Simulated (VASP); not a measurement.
Wanted: the native input for a VASP 6.6.1 run.

```
Task                   : single point
Functional             : BLYP
Potentials or basis    : VASP PAW PBE potentials, release 64 (Hg, S)
Cutoff                 : 500 eV
k mesh                 : 8 × 8 × 8
Occupations            : gaussian, width 0.05 eV
Spin                   : no spin polarisation
Dipole correction      : no
Further INCAR settings : ALGO = Normal; EDIFF = 1e-06; NBANDS = 16
```

The structure of HgS lies in POSCAR:

```
HgS
1.0
    0.0000000000      3.0891550736      3.0891550736
    3.0891550736      0.0000000000      3.0891550736
    3.0891550736      3.0891550736      0.0000000000
Hg S
1 1
Direct
    0.0000000000      0.0000000000      0.0000000000
    0.7500000000      0.7500000000      0.7500000000
```

This cell differs from its parent crystal: volume scaled by 1.02.

These files were run (other wordings do the same):

INCAR

```
PREC = Accurate
ENCUT = 500
EDIFF = 1E-6
ISMEAR = 0
SIGMA = 0.05
LREAL = False
LASPH = True
NELM = 120
ALGO = Normal
ISIF = 2
LWAVE = False
LCHARG = True
GGA = B5
ALDAX = 1.0
AGGAX = 1.0
AGGAC = 1.0
ALDAC = 0.0
LELF = True
LVHAR = True
NBANDS = 16
GGA_COMPAT = False
```

KPOINTS

```
regular mesh
0
Gamma
  8 8 8
```

Potentials or basis: VASP PAW PBE potentials, release 64 (Hg, S).

Launch:

```console
$ cat potpaw_PBE.64/Hg/POTCAR potpaw_PBE.64/S/POTCAR > POTCAR
$ mpirun -np 1 vasp_std > vasp.out
```

Results of the run:

```yaml
Pressure: -0.5 GPa
Band_gap_on_the_k_mesh: zero (filled and empty bands touch)
```

Caveat: the PAW data sets were made with another functional, which shifts forces and pressure a little; spin-orbit coupling is left out, which moves the levels of the heavy elements.

Run time: 30 s on 1 thread of Intel(R) Xeon(R) Platinum 8259CL CPU @ 2.50GHz (Skylake/Cascade Lake), on a shared host, peak memory 0.18 GiB.
